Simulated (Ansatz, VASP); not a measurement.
CO: VASP beside Ansatz

```xyz
16
Lattice="7.7418 0.0000 0.0000 0.0000 7.7418 0.0000 0.0000 0.0000 7.7418" Properties=species:S:1:pos:R:3 pbc="T T T"
O     6.7981    2.4235    4.7879
O     3.6833    1.4466    1.2379
O     5.3522    6.0637    5.6815
O     1.2064    6.1626    7.9583
O     3.5336    3.4085    4.6935
O     2.7950   -0.0466    4.3894
O     7.0110    2.3591    0.3880
O     6.2427    6.7133    2.4209
C     6.8855    3.0442    3.8518
C     3.2436    1.5022    0.2020
C     5.1942    6.7304    6.5771
C     0.7937    6.8218    7.1422
C     2.6911    4.0282    5.1113
C     1.9389    0.4648    3.8654
C     6.4922    3.3360    0.1766
C     5.2628    6.1645    2.3297
```

Alike in both runs: functional r2SCAN; dispersion D3(BJ); k mesh 1 × 1 × 1; occupations fermi-dirac, width 0.05 eV; no spin polarisation.

Ansatz relaxed the structure, and its values are those at the end. VASP's run is a single point on that final structure, the one shown.

|  | VASP | Ansatz |
| --- | --- | --- |
| version | VASP 6.6.1 | Ansatz 0.2.0 |
| potentials or method | VASP PAW PBE potentials, release 64 (O, C), cutoff 520 eV | scalar-relativistic, plane waves, PAW |
| valence electrons in the cell | 80 | 80 |

Ansatz gave:

| Quantity | Value |
| --- | --- |
| rms of the force components (eV/Å) | 0.042 |

Problem. Estimate VASP's values.

Solution. rms of the force components (eV/Å): 0.584.

VASP's potentials were made for PBE, not for r2SCAN. One of these differences is far larger than is usual between the two programs; its cause wasn't traced. Ansatz's warnings: dispersion damping borrowed.

Noted on VASP's run: the standard files for N, O and F lose accuracy on very short bonds.
